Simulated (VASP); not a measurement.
# AlCo (P1) in VASP: single point with PBE

Aim: the single point of AlCo with PBE.

Program: VASP 6.6.1. These are calculated values, not measurements. Logs are shortened: lines on timing, memory, paths and dates and some standing lists are left out, and cuts for length are marked.

## (1) The cell of the first run

The typed cell holds 4 atoms: a = 2.852 Å, b = 2.852 Å, c = 5.704 Å, α = 90.00°, β = 90.00°, γ = 90.00°.

## (2) Single point, PBE

The input, INCAR:

```
SYSTEM = AlCo
  ALGO = Fast
  EDIFF = 1E-7
  ENCUT = 520
  GGA = PE
  ISIF = 2
  ISMEAR = 0
  LASPH = .TRUE.
  LCHARG = .TRUE.
  LELF = .TRUE.
  LREAL = .FALSE.
  LVHAR = .TRUE.
  LWAVE = .FALSE.
  NBANDS = 20
  NELM = 80
  PREC = Accurate
  SIGMA = 0.15
```

The input, KPOINTS:

```
k-points
0
G
  12 12 6
  0 0 0
```

The input, POSCAR:

```
AlCo
1.0
    2.8519024034      0.0000000000      0.0000000000
    0.0000000000      2.8519024034      0.0000000000
    0.0000000000      0.0000000000      5.7038048068
Al Co
2 2
Direct
   -0.0036904427      0.0003478613      0.0048030112
    0.0036904427     -0.0003478613      0.4951969888
    0.5069708440      0.5153830475      0.2486585075
    0.4930291560      0.4846169525      0.7513414925
```

Potentials or basis: VASP PAW PBE potentials, release 64 (Al, Co).

On the command line:

```console
cat potpaw_PBE.64/Al/POTCAR potpaw_PBE.64/Co/POTCAR > POTCAR
mpirun -np 1 vasp_std > vasp.out
```

OUTCAR:

```text
SYSTEM = AlCo
   EDIFF = 1E-7
   ENCUT = 520
   GGA = PE
   ISIF = 2
   ISMEAR = 0
   LASPH = .TRUE.
   LREAL = .FALSE.
   NELM = 80
   PREC = Accurate

 ion  position               nearest neighbor table
   1  0.996  0.000  0.005-   3 2.41   3 2.44   4 2.45   3 2.46   4 2.46   3 2.49   4 2.50   4 2.51
                             2 2.80   2 2.91
   2  0.004  1.000  0.495-   3 2.43   3 2.44   4 2.45   3 2.48   4 2.48   3 2.49   4 2.50   4 2.53
                             1 2.80   1 2.91
   3  0.507  0.515  0.249-   1 2.41   2 2.43   2 2.44   1 2.44   1 2.46   2 2.48   2 2.49   1 2.49
                             4 2.84   4 2.87
   4  0.493  0.485  0.751-   2 2.45   1 2.45   1 2.46   2 2.48   2 2.50   1 2.50   1 2.51   2 2.53
                             3 2.84   3 2.87

  LATTYP: Found a simple tetragonal cell.
 ALAT       =     2.8519024034
 C/A-ratio  =     2.0000000000

  Lattice vectors:

 A1 = (   2.8519024034,   0.0000000000,   0.0000000000)
 A2 = (   0.0000000000,   2.8519024034,   0.0000000000)
 A3 = (   0.0000000000,   0.0000000000,   5.7038048068)

Analysis of symmetry for initial positions (statically):
=====================================================================
 Subroutine PRICEL returns:
 Original cell was already a primitive cell.

 Routine SETGRP: Setting up the symmetry group for a
 simple tetragonal supercell.

 Subroutine GETGRP returns: Found  1 space group operations
 (whereof  1 operations were pure point group operations)
 out of a pool of 16 trial point group operations.

The static configuration has the point symmetry C_1 .

Analysis of symmetry for dynamics (positions and initial velocities):
=====================================================================
 Subroutine PRICEL returns:
 Original cell was already a primitive cell.

 Routine SETGRP: Setting up the symmetry group for a
 simple tetragonal supercell.

 Subroutine GETGRP returns: Found  1 space group operations
 (whereof  1 operations were pure point group operations)
 out of a pool of 16 trial point group operations.

The dynamic configuration has the point symmetry C_1 .

 Subroutine INISYM returns: Found  1 space group operations
 (whereof  1 operations are pure point group operations),
 and found     1 'primitive' translations

----------------------------------------------------------------------------------------
[... 91 lines left out ...]
   ISPIN  =      1    spin polarized calculation?
   LNONCOLLINEAR =      F non collinear calculations
   LSORBIT =      F    spin-orbit coupling
   LASPH  =      T    aspherical Exc in radial PAW
   ENCUT  =  520.0 eV  38.22 Ry    6.18 a.u.   5.30  5.30 10.61*2*pi/ulx,y,z
   NELM   =     80;   NELMIN=  2; NELMDL= -5     # of ELM steps
   EDIFF  = 0.1E-06   stopping-criterion for ELM
   LREAL  =      F    real-space projection
   EDIFFG = 0.1E-05   stopping-criterion for IOM
   NSW    =      0    number of steps for IOM
   IBRION =     -1    ionic relax: 0-MD 1-quasi-New 2-CG
   NFREE  =      0    steps in history (QN), initial steepest desc. (CG)
   ISIF   =      2    stress and relaxation
   ISYM   =      2    0-nonsym 1-usesym 2-fastsym
   POTIM  = 0.5000    time-step for ionic-motion
   TEBEG  =    0.0;   TEEND  =   0.0 temperature during run
   PSTRESS=    0.0 pullay stress
   NELECT =      24.0000    total number of electrons
   NUPDOWN=      -1.0000    fix difference up-down
   EMIN   =  10.00;   EMAX   =-10.00  energy-range for DOS
   EFERMI =   0.00;   METHOD = LEGACY
   ISMEAR =     0;   SIGMA  =   0.15  broadening in eV -4-tet -1-fermi 0-gaus
   EFERMI_NEDOS =   21; number of points for ismear=-14 and -15
   IALGO  =     68    algorithm
   IMIX   =      4    mixing-type and parameters
     AMIX     =   0.40;   BMIX     =  1.00
     AMIX_MAG =   1.60;   BMIX_MAG =  1.00
  volume/ion in A,a.u.               =      11.60        78.27
  Fermi-wavevector in a.u.,A,eV,Ry     =   1.314218  2.483511 23.499543  1.727168
  Thomas-Fermi vector in A             =   2.444486
   LORBIT       =      0    0 simple, 1 ext, 2 COOP (PROOUT), +10 PAW based schemes
   GGA     = PE    functional components
   LHFCALC =     F    Hartree Fock is set to
   AEXX    =    0.0000 exact exchange contribution
   IVDW    =     0    specifies the selected vdW correction
   LEPSILON=     F    determine dielectric tensor
   LRPA    =     F    only Hartree local field effects (RPA)
 non-spin polarized calculation
 RMM-DIIS sequential band-by-band and
 Gauss-broadening in eV      SIGMA  =   0.15
  energy-cutoff  :      520.00
  volume of cell :       46.39
 maximum number of plane-waves:      1294
 NGX is ok and might be reduce to    24
   NGX = 11   NGY = 11   NGZ = 21

 number of electron      24.0000004 magnetization

 Free energy of the ion-electron system (eV)
  ---------------------------------------------------
  ext. energy  EPLUGINS =         0.00000000
  ---------------------------------------------------
  free energy    TOTEN  =       -23.95151249 eV

  energy without entropy =      -23.93186062  energy(sigma->0) =      -23.94168656

 E-fermi :  10.5345     XC(G=0): -12.2543

 val. band max:       10.5298945775   @ k =  -0.4167   0.0000   0.1667
 cond. band min:      10.5373843679   @ k =   0.4167   0.4167   0.0000
 fundamental gap:      0.0074897904
 Fermi energy:        10.5344874631

 k-point     1 :       0.0000    0.0000    0.0000
  band No.  band energies     occupation
      1      -0.5174      2.00000
      2       3.7641      2.00000
      3       3.9360      2.00000
      4       7.5830      2.00000
      5       7.6021      2.00000
      6       8.1901      2.00000
[... 541 lines left out ...]
     19      20.0226      0.00000
     20      21.1959      0.00000

 [... further k-points ...]
[... 5 lines left out ...]
  --------------------------------------------------------------------------------------
  -------------------------------------------------------------------------------------
  Total        0.0812239      0.0612395      0.1203147      0.0392715     -0.0136534     -0.0183632
  in kB        2.8051783      2.1149902      4.1552327      1.3562936     -0.4715381     -0.6341996
  external PRESSURE =       3.0251337 kB  Pullay stress =       0.0000000 kB

 VOLUME and BASIS-vectors are now :
 -----------------------------------------------------------------------------
  energy-cutoff  :      520.00
  volume of cell :       46.39
      direct lattice vectors                 reciprocal lattice vectors
     2.851902403  0.000000000  0.000000000     0.350643135  0.000000000  0.000000000
     0.000000000  2.851902403  0.000000000     0.000000000  0.350643135  0.000000000
     0.000000000  0.000000000  5.703804807     0.000000000  0.000000000  0.175321568

 POSITION                                       TOTAL-FORCE (eV/Angst)
 -----------------------------------------------------------------------------------
      2.84138      0.00099      0.02740         0.098976      0.017597     -0.446586
      0.01052      2.85091      2.82451        -0.072926      0.031856      0.432703
      1.44583      1.46982      1.41830        -0.192104     -0.418089      0.112083
      1.40607      1.38208      4.28551         0.166054      0.368636     -0.098200
 -----------------------------------------------------------------------------------
    total drift:                                0.000000     -0.000002      0.000002

  FREE ENERGIE OF THE ION-ELECTRON SYSTEM (eV)
  ---------------------------------------------------
  free  energy   TOTEN  =       -23.9515124929 eV

  energy  without entropy=      -23.9318606206  energy(sigma->0) =      -23.94168656
```

OSZICAR:

```text
N       E                     dE             d eps       ncg     rms          rms(c)
DAV:   1     0.119001489341E+03    0.11900E+03   -0.10147E+04 17520   0.129E+03
DAV:   2    -0.214624493505E+02   -0.14046E+03   -0.13282E+03 17492   0.259E+02
DAV:   3    -0.271511043583E+02   -0.56887E+01   -0.55693E+01 20212   0.665E+01
[... 11 lines left out ...]
RMM:  15    -0.239515099522E+02    0.88716E-05   -0.46276E-05 21484   0.616E-02    0.951E-03
RMM:  16    -0.239515123150E+02   -0.23628E-05   -0.23072E-05 24806   0.252E-02    0.473E-03
RMM:  17    -0.239515124104E+02   -0.95411E-07   -0.35499E-06 22191   0.111E-02    0.267E-03
RMM:  18    -0.239515126239E+02   -0.21348E-06   -0.47292E-07 15814   0.409E-03    0.281E-03
RMM:  19    -0.239515124253E+02    0.19860E-06   -0.99536E-08 11719   0.257E-03    0.132E-03
RMM:  20    -0.239515124929E+02   -0.67565E-07   -0.53389E-08 11223   0.228E-03
   1 F= -.23951512E+02 E0= -.23941687E+02  d E =-.196519E-01
```

stdout:

```text
POSCAR found type information on POSCAR AlCo
 POSCAR found :  2 types and       4 ions
 scaLAPACK will be used
 LDA part: xc-table for (Slater+PW92), standard interpolation
 POSCAR, INCAR and KPOINTS ok, starting setup
 FFT: planning ... GRIDC
 FFT: planning ... GRID_SOFT
 FFT: planning ... GRID
 WAVECAR not read
 entering main loop
WARNING in EDDRMM: call to ZHEGV failed, returncode =   8  4     20
```

Run time: 4.6 min. Hardware: 1 thread of AMD EPYC 9R45 (Zen 5), shared host; peak memory 0.43 GiB.

Results:

```
Free energy            : -23.9515 eV
Pressure               : 0.3 GPa
Largest force          : 0.474 eV/Å
Band gap on the k mesh : zero (band 12 reaches 10.84 eV, above the bottom of band 13 at 10.30 eV)
```

Forces on the atoms (eV/Å):
```
Al   0.099  0.018 -0.447
Al  -0.073  0.032  0.433
Co  -0.192 -0.418  0.112
Co   0.166  0.369 -0.098
```

Levels at points of the mesh, in eV from the Fermi level:
| k point | band 8 | band 9 | band 10 | band 11 | band 12 | band 13 | band 14 | band 15 | band 16 | band 17 |
| --- | --- | --- | --- | --- | --- | --- | --- | --- | --- | --- |
| (0.00, 0.00, 0.00) | -1.70 | -0.87 | -0.83 | -0.83 | -0.68 | 0.18 | 5.97 | 5.97 | 5.99 | 8.42 |
| (0.50, 0.00, 0.00) | -1.73 | -1.70 | -1.49 | -1.46 | -0.72 | -0.23 | 0.19 | 2.43 | 3.45 | 8.42 |
| (0.00, 0.50, 0.00) | -1.73 | -1.68 | -1.49 | -1.46 | -0.72 | -0.23 | 0.19 | 2.43 | 3.44 | 8.42 |
| (0.50, 0.50, 0.00) | -1.51 | -1.49 | -0.27 | -0.19 | -0.15 | 2.32 | 2.39 | 2.41 | 2.50 | 3.47 |
| (0.00, 0.00, 0.50) | -1.35 | -1.26 | -1.25 | -0.85 | -0.70 | 1.47 | 1.59 | 7.31 | 7.34 | 7.57 |
| (0.50, 0.00, 0.50) | -2.03 | -1.68 | -1.50 | -1.18 | -1.07 | 0.07 | 0.17 | 5.34 | 5.54 | 5.58 |
| (0.00, 0.50, 0.50) | -1.97 | -1.69 | -1.50 | -1.18 | -1.08 | 0.08 | 0.18 | 5.28 | 5.46 | 5.65 |
| (0.50, 0.50, 0.50) | -1.84 | -0.26 | -0.16 | 0.08 | 0.09 | 0.27 | 0.29 | 2.41 | 2.53 | 3.55 |
